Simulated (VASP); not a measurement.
The system is CoO.

```
Co O
1.0
     1.50547    0.86918    2.43993
    -1.50547    0.86918    2.43993
     0.00000   -1.73837    2.43993
Co O
1 1
Direct
  0.00000 0.00000 0.00000
  0.50000 0.50000 0.50000
```

Base run:

| Property | Result |
| --- | --- |
| Program | VASP 6.6.1 |
| Functional | PBE |
| Potentials or basis | VASP PAW PBE potentials, release 64 (Co, O) |
| Cutoff | 520 eV |
| k mesh | 18 × 18 × 18 |
| Occupations | gaussian, width 0.1 eV |
| Spin | collinear spin, ferromagnetic start |
| Starting moments | [3.0, 1.0] μB |

Its results: pressure -0.6 GPa; site moments Co +2.54; O +0.29 μB.

Question: The run is repeated on the same cell with these changes: moments at the start from [3.0, 1.0] to [4.3, 1.89]; fixed moment from none to 7 μB. What comes out?

Answer: Pressure 127.4 GPa; site moments Co +4.39; O +1.59 μB.

Caveats: a cell with one magnetic atom can't hold antiferromagnetic order, which such compounds often take; the cell stands under pressure (at least some runs); the total moment is fixed, so each spin has its own Fermi level (at least some runs).
